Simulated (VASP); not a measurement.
A run of VASP 6.6.1:

File INCAR:

```
  PREC = Accurate
  ENCUT = 520
  EDIFF = 1E-7
  ISMEAR = 0
  SIGMA = 0.1
  LREAL = F
  LASPH = T
  NELM = 80
  ALGO = Fast
  ISIF = 2
  LWAVE = F
  LCHARG = F
  GGA = PE
  NBANDS = 29
```

KPOINTS

```
Automatic mesh
0
Gamma
  12 12 6
```

Contents of POSCAR:

```
HfTi2Si2
1.0
    3.9246383245      0.0000000000      0.0000000000
   -1.9623191623      3.3988364897      0.0000000000
    0.0000000000      0.0000000000      6.8630362439
Hf Ti Si
1 2 2
Direct
    0.0000000000      0.0000000000      0.0000000000
    0.6666666667      0.3333333333      0.3691979126
    0.3333333333      0.6666666667      0.6308020874
    0.3333333333      0.6666666667      0.2186647430
    0.6666666667      0.3333333333      0.7813352570
```

Potentials or basis: VASP PAW PBE potentials, release 64 (Hf_pv, Ti_sv, Si).

Command:

```bash
$ cat potpaw_PBE.64/Hf_pv/POTCAR potpaw_PBE.64/Ti_sv/POTCAR potpaw_PBE.64/Si/POTCAR > POTCAR
$ mpirun -np 1 vasp_std > vasp.out
```

Hardware: 1 thread of Intel(R) Xeon(R) Platinum 8488C (Sapphire Rapids) (shared host).

Question: Estimate the wall time of this run.

Answer: Run time: 14 min on 1 thread of Intel(R) Xeon(R) Platinum 8488C (Sapphire Rapids), with other jobs on the host, peak memory 0.4 GiB. Counts: scf iterations 49, k points 100.
